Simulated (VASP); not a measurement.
A run of VASP 6.6.1 is set up as follows.

The input INCAR:

```
  ALGO = Normal
  EDIFF = 1E-6
  ENCUT = 520
  GGA = PE
  ISIF = 2
  ISMEAR = 0
  ISPIN = 2
  LASPH = T
  LCHARG = F
  LMAXMIX = 4
  LORBIT = 11
  LREAL = F
  LWAVE = F
  MAGMOM = 1.84 1.84
  NBANDS = 20
  NELM = 150
  PREC = Accurate
  SIGMA = 0.15
```

KPOINTS

```
k-points
0
Gamma
  30 30 16
```

Contents of POSCAR:

```
Co
1.0
    2.6309838886      0.0000000000      0.0000000000
   -1.3154919443      2.2784988845      0.0000000000
    0.0000000000      0.0000000000      3.6192272603
Co
2
Direct
    0.3333333333      0.6666666667      0.2500000000
    0.6666666667      0.3333333333      0.7500000000
```

Potentials or basis: VASP PAW PBE potentials, release 64 (Co).

Run with:

```console
$ cat potpaw_PBE.64/Co/POTCAR > POTCAR
$ mpirun -np 1 vasp_std > vasp.out
```

(1) Predict the site moments.

(2) What does it give for the pressure?

(3) Estimate the net moment.

## Answers

(1) Co +1.59 μB.

(2) 5.1 GPa.

(3) 3.16 μB per cell.

Caveat: the stress differs along the axes, from -7 to 30 GPa.
